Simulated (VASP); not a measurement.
# TiAl (P4/mmm) in VASP: relaxation of cell and atoms with PBE

Aim: the relaxation of cell and atoms of TiAl with PBE.

All numbers are computed with VASP 6.6.1; they aren't measurements. Logs are shortened: lines on timing, memory, paths and dates and some standing lists are left out, and cuts for length are marked.

## Step 1: The cell of the first run

Symmetry: P4/mmm, No. 123, tetragonal system. Conventional cell: a = 2.811 Å, b = 2.811 Å, c = 4.066 Å, α = 90.00°, β = 90.00°, γ = 90.00°. Within 3.7 Å of Ti (site symmetry 4/mmm) lie 4 Ti at 2.81 Å and 8 Al at 2.84 Å. Within 3.7 Å of Al (site symmetry 4/mmm) lie 4 Al at 2.81 Å and 8 Ti at 2.84 Å.

## Step 2: Relaxation of cell and atoms, PBE

INCAR reads:

```
SYSTEM = TiAl
ALGO = Fast ; EDIFF = 1E-6
EDIFFG = -0.01 ; ENCUT = 600
GGA = PE ; IBRION = 2
ISIF = 3 ; ISMEAR = 0
LASPH = .True. ; LCHARG = .False.
LREAL = .False. ; LWAVE = .False.
NELM = 80 ; NSW = 100
PREC = Accurate ; SIGMA = 0.1
```

KPOINTS reads:

```
k-points
0
Gamma
  14 14 10
  0 0 0
```

POSCAR reads:

```
TiAl
1.0
    2.8107518100      0.0000000000      0.0000000000
    0.0000000000      2.8107518100      0.0000000000
    0.0000000000      0.0000000000      4.0664219200
Ti Al
1 1
Direct
    0.5000000000      0.5000000000      0.5000000000
    0.0000000000      0.0000000000      0.0000000000
```

Potentials or basis: VASP PAW PBE potentials, release 64 (Ti_sv, Al).

Started as:

```bash
$ cat potpaw_PBE.64/Ti_sv/POTCAR potpaw_PBE.64/Al/POTCAR > POTCAR
$ mpirun -np 1 vasp_std > vasp.out
```

OUTCAR:

```text
SYSTEM = TiAl
   EDIFF = 1E-6
   EDIFFG = -0.01
   ENCUT = 600
   GGA = PE
   IBRION = 2
   ISIF = 3
   ISMEAR = 0
   LASPH = .True.
   LREAL = .False.
   NELM = 80
   NSW = 100
   PREC = Accurate

 ion  position               nearest neighbor table
   1  0.500  0.500  0.500-   2 2.84   2 2.84   2 2.84   2 2.84   2 2.84   2 2.84   2 2.84   2 2.84

   2  0.000  0.000  0.000-   1 2.84   1 2.84   1 2.84   1 2.84   1 2.84   1 2.84   1 2.84   1 2.84

  LATTYP: Found a simple tetragonal cell.
 ALAT       =     2.8107518100
 C/A-ratio  =     1.4467381665

  Lattice vectors:

 A1 = (   2.8107518100,   0.0000000000,   0.0000000000)
 A2 = (   0.0000000000,   2.8107518100,   0.0000000000)
 A3 = (   0.0000000000,   0.0000000000,   4.0664219200)

Analysis of symmetry for initial positions (statically):
=====================================================================
 Subroutine PRICEL returns:
 Original cell was already a primitive cell.

 Routine SETGRP: Setting up the symmetry group for a
 simple tetragonal supercell.

 Subroutine GETGRP returns: Found 16 space group operations
 (whereof 16 operations were pure point group operations)
 out of a pool of 16 trial point group operations.

The static configuration has the point symmetry D_4h.

Analysis of symmetry for dynamics (positions and initial velocities):
=====================================================================
 Subroutine PRICEL returns:
 Original cell was already a primitive cell.

 Routine SETGRP: Setting up the symmetry group for a
 simple tetragonal supercell.

 Subroutine GETGRP returns: Found 16 space group operations
 (whereof 16 operations were pure point group operations)
 out of a pool of 16 trial point group operations.

The dynamic configuration has the point symmetry D_4h.

 Subroutine INISYM returns: Found 16 space group operations
 (whereof 16 operations are pure point group operations),
 and found     1 'primitive' translations

----------------------------------------------------------------------------------------

                                     Primitive cell

  volume of cell :      32.1261

  direct lattice vectors                    reciprocal lattice vectors
     2.810751810  0.000000000  0.000000000     0.355776699  0.000000000  0.000000000
     0.000000000  2.810751810  0.000000000     0.000000000  0.355776699  0.000000000
     0.000000000  0.000000000  4.066421920     0.000000000  0.000000000  0.245916439

[... 104 lines left out ...]
  volume/ion in A,a.u.               =      16.06       108.40
  Fermi-wavevector in a.u.,A,eV,Ry     =   1.270046  2.400039 21.946425  1.613017
  Thomas-Fermi vector in A             =   2.403054
   LORBIT       =      0    0 simple, 1 ext, 2 COOP (PROOUT), +10 PAW based schemes
   GGA     = PE    functional components
   LHFCALC =     F    Hartree Fock is set to
   AEXX    =    0.0000 exact exchange contribution
   IVDW    =     0    specifies the selected vdW correction
   LEPSILON=     F    determine dielectric tensor
   LRPA    =     F    only Hartree local field effects (RPA)
 conjugate gradient relaxation of ions
 non-spin polarized calculation
 RMM-DIIS sequential band-by-band and
 Gauss-broadening in eV      SIGMA  =   0.10
  energy-cutoff  :      600.00
  volume of cell :       32.13
 maximum number of plane-waves:      1104
 NGX is ok and might be reduce to    24
   NGX = 11   NGY = 11   NGZ = 17

--------------------------------------- Ionic step        1  -------------------------------------------

 number of electron      14.9999999 magnetization

 Free energy of the ion-electron system (eV)
  ---------------------------------------------------
  ext. energy  EPLUGINS =         0.00000000
  ---------------------------------------------------
  free energy    TOTEN  =       -12.39437434 eV

  energy without entropy =      -12.38596519  energy(sigma->0) =      -12.39016976

------------------------ aborting loop because EDIFF is reached ----------------------------------------

  FORCE on cell =-STRESS in cart. coord.  units (eV):
  Direction    XX          YY          ZZ          XY          YZ          ZX
  --------------------------------------------------------------------------------------
  -------------------------------------------------------------------------------------
  Total        0.2428534      0.2428534      0.2223266      0.0000000      0.0000000      0.0000000
  in kB       12.1114827     12.1114827     11.0877811      0.0000000      0.0000000      0.0000000
  external PRESSURE =      11.7702488 kB  Pullay stress =       0.0000000 kB
[... 59 lines left out ...]
--------------------------------------- Ionic step        3  -------------------------------------------

 number of electron      14.9999999 magnetization

 Free energy of the ion-electron system (eV)
  ---------------------------------------------------
  ext. energy  EPLUGINS =         0.00000000
  ---------------------------------------------------
  free energy    TOTEN  =       -12.39556411 eV

  energy without entropy =      -12.38703961  energy(sigma->0) =      -12.39130186

 E-fermi :   8.3314     XC(G=0): -11.0358

 val. band max:        8.3277618193   @ k =   0.2143   0.1429   0.5000
 cond. band min:       8.3585269887   @ k =   0.3571   0.1429   0.2000
 fundamental gap:      0.0307651695
 Fermi energy:         8.3314420532

 k-point     1 :       0.0000    0.0000    0.0000
  band No.  band energies     occupation
      1     -48.3077      2.00000
      2     -24.7050      2.00000
      3     -24.2583      2.00000
      4     -24.2583      2.00000
      5      -0.7193      2.00000
      6       6.4492      2.00000
      7       7.4814      2.00000
      8       7.9216      2.00000
      9      10.4830      0.00000
     10      10.4830      0.00000
     11      11.6318      0.00000
[... 309 lines left out ...]
 k-point    24 :       0.3571    0.2143    0.0000
  band No.  band energies     occupation
      1     -48.2381      2.00000
      2     -24.6367      2.00000
      3     -24.6243      2.00000
      4     -24.4048      2.00000
      5       2.4628      2.00000
      6       6.5886      2.00000
      7       7.2323      2.00000
      8       8.3059      1.28227
      9       9.2843      0.00000
     10       9.6710      0.00000
     11      11.9129      0.00000

 [... further k-points ...]

------------------------ aborting loop because EDIFF is reached ----------------------------------------

  FORCE on cell =-STRESS in cart. coord.  units (eV):
  Direction    XX          YY          ZZ          XY          YZ          ZX
  --------------------------------------------------------------------------------------
  -------------------------------------------------------------------------------------
  Total        0.0015488      0.0015488     -0.0103703      0.0000000     -0.0000000      0.0000000
  in kB        0.0764753      0.0764753     -0.5120455      0.0000000     -0.0000000      0.0000000
  external PRESSURE =      -0.1196983 kB  Pullay stress =       0.0000000 kB
[... 17 lines left out ...]
  FREE ENERGIE OF THE ION-ELECTRON SYSTEM (eV)
  ---------------------------------------------------
  free  energy   TOTEN  =       -12.3955641089 eV

  energy  without entropy=      -12.3870396114  energy(sigma->0) =      -12.39130186

 reached required accuracy - stopping structural energy minimisation
```

OSZICAR:

```text
N       E                     dE             d eps       ncg     rms          rms(c)
DAV:   1     0.107118117723E+03    0.10712E+03   -0.82437E+03  4752   0.153E+03
DAV:   2    -0.342768424300E+01   -0.11055E+03   -0.10760E+03  4788   0.363E+02
DAV:   3    -0.131969762158E+02   -0.97693E+01   -0.94369E+01  8552   0.960E+01
[... 69 lines left out ...]
RMM:  10    -0.123955561610E+02   -0.74310E-05   -0.48742E-05  5315   0.515E-02    0.327E-03
RMM:  11    -0.123955605435E+02   -0.43825E-05   -0.38919E-05  5473   0.423E-02    0.862E-03
RMM:  12    -0.123955618761E+02   -0.13327E-05   -0.20397E-05  4755   0.311E-02    0.381E-04
RMM:  13    -0.123955633608E+02   -0.14847E-05   -0.15658E-05  4170   0.206E-02    0.356E-04
RMM:  14    -0.123955641089E+02   -0.74806E-06   -0.87740E-06  3727   0.168E-02
   3 F= -.12395564E+02 E0= -.12391302E+02  d E =-.118977E-02
```

CONTCAR:

```text
TiAl
   1.00000000000000
     2.8203966400986729    0.0000000000000000    0.0000000000000000
     0.0000000000000000    2.8203966400986729    0.0000000000000000
     0.0000000000000000    0.0000000000000000    4.0791960652152053
  Ti              Al
     1     1
Direct
     0.5000000000000000    0.5000000000000000    0.5000000000000000
     0.0000000000000000    0.0000000000000000    0.0000000000000000

  0.00000000E+00  0.00000000E+00  0.00000000E+00
  0.00000000E+00  0.00000000E+00  0.00000000E+00
```

It took 3.3 min on 1 thread of Intel Xeon Platinum 8488C (Sapphire Rapids), shared host; peak memory 0.24 GiB.

What came out:

```
Free energy                           : -12.3956 eV
Relaxed volume                        : 16.22 Å³/atom
Relaxed cell                          : a = 2.820 Å, b = 2.820 Å, c = 4.079 Å, α = 90.00°, β = 90.00°, γ = 90.00°
Space group after relaxing (to 0.1 Å) : P4/mmm (No. 123)
Energy gained by relaxing             : 0.6 meV/atom
Ionic steps                           : 3
Pressure after relaxing               : 0.0 GPa
Band gap on the k mesh                : zero (an odd number of electrons rules out a gap without spin polarisation)
```

Step by step:
```tsv
step	energy change (eV)	largest force (eV/Å)	pressure (GPa)	volume (Å³)
1	0.0000	0.0000	1.18	32.13
2	-0.0006	0.0000	-0.68	32.68
3	-0.0012	0.0000	-0.01	32.45
```

Final structure:
```cif
data_structure
_symmetry_space_group_name_H-M 'P 1'
_symmetry_Int_Tables_number 1
_cell_length_a 2.8204
_cell_length_b 2.8204
_cell_length_c 4.0792
_cell_angle_alpha 90.000
_cell_angle_beta 90.000
_cell_angle_gamma 90.000
_cell_volume 32.45
loop_
_atom_site_label
_atom_site_type_symbol
_atom_site_fract_x
_atom_site_fract_y
_atom_site_fract_z
_atom_site_occupancy
Ti1 Ti 0.50000 0.50000 0.50000 1
Al1 Al 0.00000 0.00000 0.00000 1
```

The gap in the log of VASP goes by the Fermi energy; the results here count the filled bands.